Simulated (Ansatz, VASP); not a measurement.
# One calculation of HfO2, two programs

```xyz
6
Lattice="3.5891 0.0000 0.0000 0.0000 3.5891 0.0000 0.0000 0.0000 5.2233" Properties=species:S:1:pos:R:3 pbc="T T T"
Hf    1.7946    1.7946    2.6117
Hf    0.0000    0.0000    0.0000
O     0.0000    1.7946    3.6356
O     1.7946    0.0000    4.1994
O     1.7946    0.0000    1.5877
O     0.0000    1.7946    1.0240
```

Alike in both runs: functional PBE; dispersion D4; k mesh 6 × 6 × 4; no spin polarisation.

Ansatz relaxed the structure, and its values are those at the end. VASP's run is a single point on that final structure, the one shown.

|  | VASP | Ansatz |
| --- | --- | --- |
| version | VASP 6.6.1 | Ansatz 0.2.0 |
| potentials or method | VASP PAW PBE potentials, release 64 (Hf_pv, O), cutoff 520 eV | plane waves, PAW |
| occupations | gaussian, width 0.01 eV | fixed |
| valence electrons in the cell | 44 | 76 |

Ansatz gave:

| Property | Result |
| --- | --- |
| pressure (GPa) | 0.0 |
| rms of the force components (eV/Å) | 0.000 |

Task: What did VASP give for the same quantities?

Result: Pressure (GPa): -3.3; rms of the force components (eV/Å): 0.022.

VASP's potentials hold 44 valence electrons a cell and Ansatz's 76, so a difference there can come from the potentials and not from the codes.

Spin-orbit coupling is off throughout.
